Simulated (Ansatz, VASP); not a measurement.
## ScPtC2N2: VASP beside Ansatz

INCAR

```
ALGO = Normal
EDIFF = 1E-6
ENCUT = 520
GGA = PE
ISIF = 2
ISMEAR = 0
ISPIN = 2
LASPH = True
LCHARG = False
LMAXMIX = 4
LORBIT = 11
LREAL = False
LWAVE = False
MAGMOM = 0 1 0 0 0 0
NBANDS = 32
NELM = 150
PREC = Accurate
SIGMA = 0.1
```

The input KPOINTS:

```
k-points
0
Gamma
  6 6 2
```

POSCAR

```
ScPtC2N2
1.0
    3.4839544800      0.0000000000      0.0000000000
   -1.4055006700      3.3500522600      0.0000000000
   -0.0809175400     -1.4629589700      8.9616538200
Sc Pt C N
1 1 2 2
Direct
    0.0000000000      0.0000000000      0.0000000000
    0.5000000000      0.5000000000      0.5000000000
    0.8055582300      0.8055582300      0.1944417700
    0.1944417700      0.1944417700      0.8055582300
    0.6930474100      0.6930474100      0.3069525900
    0.3069525900      0.3069525900      0.6930474100
```

Input for Ansatz:

```yaml
crystal:
  lattice:
    - [3.48395448, 0.0, 0.0]
    - [-1.40550067, 3.35005226, 0.0]
    - [-0.08091754, -1.46295897, 8.96165382]
  atoms:
    - { symbol: Sc, position: [0.0, 0.0, 0.0] }
    - { symbol: Pt, position: [0.5, 0.5, 0.5], spin: 1.0 }
    - { symbol: C, position: [0.80555823, 0.80555823, 0.19444177] }
    - { symbol: C, position: [0.19444177, 0.19444177, 0.80555823] }
    - { symbol: "N", position: [0.69304741, 0.69304741, 0.30695259] }
    - { symbol: "N", position: [0.30695259, 0.30695259, 0.69304741] }
basis:
  ecutwfc: 420
kpoints:
  mp_grid: { grid: [6, 6, 2] }
hamiltonian:
  xc: pbe
scf:
  occupations: { method: gaussian, width: 0.1 }
  lower_state_search: "off"
output:
  forces: true
  stress: true
  eigenvalues: true
  populations: true
magnetization:
  spin_polarized: true
```

Alike in both runs: task single point; functional PBE; k mesh 6 × 6 × 2; occupations gaussian, width 0.1 eV; collinear spin.

|  | VASP | Ansatz |
| --- | --- | --- |
| version | VASP 6.6.1 | Ansatz 0.2.0 |
| potentials or method | VASP PAW PBE potentials, release 64 (Sc_sv, Pt, C, N), cutoff 520 eV | scalar-relativistic, plane waves, PAW |
| valence electrons in the cell | 39 | 47 |

VASP gave:

```
gap on the k mesh at the Fermi level (eV)                     : none
pressure (GPa)                                                : 2.6
traceless stress, the component that is largest in VASP (GPa) : 8.37
rms of the force components (eV/Å)                            : 1.347
net moment per atom (μB)                                      : 0.01
size of the moment on the site where the two differ most (μB) : 0.04
```

Task: Estimate Ansatz's values.

Result: gap on the k mesh at the Fermi level (eV): none; pressure (GPa): 2.2; traceless stress, the component that is largest in VASP (GPa): 7.75; rms of the force components (eV/Å): 1.275; net moment per atom (μB): 0.01; size of the moment on the site where the two differ most (μB): 0.02.

Site moments also hang on the region over which each program counts them. Atom by atom the forces differ by 0.154 eV/Å (rms over components). A gap of «none» marks a metal or a gap that the smearing closes. VASP's potentials hold 39 valence electrons a cell and Ansatz's 47, so a difference there can come from the potentials and not from the codes. Ansatz's warnings: seeded moment not kept.

Neither program's run includes spin-orbit coupling. Noted on VASP's run: the standard files for N, O and F lose accuracy on very short bonds.
